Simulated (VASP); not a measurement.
# HfPb3: single point with PBE

HfPb3:

```
Hf Pb
1.0
     4.78517    0.00000    0.00000
     0.00000    4.78517    0.00000
     0.00000    0.00000    4.78517
Hf Pb
1 3
Direct
  0.00000 0.00000 0.00000
  0.00000 0.50000 0.50000
  0.50000 0.00000 0.50000
  0.50000 0.50000 0.00000
```

```
Program             : VASP 6.6.1
Task                : single point
Functional          : PBE
Potentials or basis : VASP PAW PBE potentials, release 64 (Hf_pv, Pb_d)
Cutoff              : 520 eV
k mesh              : 4 × 4 × 4
Occupations         : gaussian, width 0.1 eV
Spin                : no spin polarisation
```

```json
{
 "Pressure": "0.6 GPa",
 "Band gap on the k mesh": "zero (bands 26 and 27 overlap by 0.72 eV)"
}
```

Levels at points of the mesh, in eV from the Fermi level:
| k point | band 22 | band 23 | band 24 | band 25 | band 26 | band 27 | band 28 | band 29 | band 30 | band 31 |
| --- | --- | --- | --- | --- | --- | --- | --- | --- | --- | --- |
| (0.00, 0.00, 0.00) | -3.03 | -3.03 | -3.03 | 0.04 | 0.49 | 0.49 | 0.49 | 0.68 | 0.68 | 2.15 |
| (0.50, 0.00, 0.00) | -2.63 | -2.63 | -1.99 | -1.73 | -0.23 | -0.23 | 0.50 | 0.88 | 1.03 | 1.96 |
| (0.50, 0.50, 0.00) | -5.14 | -1.63 | -1.63 | -1.10 | 0.11 | 0.11 | 0.31 | 0.42 | 0.71 | 1.47 |
| (0.50, 0.50, 0.50) | -4.78 | -3.78 | -3.78 | -3.78 | -1.13 | 1.10 | 1.10 | 1.58 | 1.58 | 1.58 |

Wall time 47 s on 1 thread of AMD EPYC 9R14 (Zen 4), on a shared host, peak memory 0.18 GiB.

Caveat: spin-orbit coupling is left out, which moves the levels of the heavy elements.
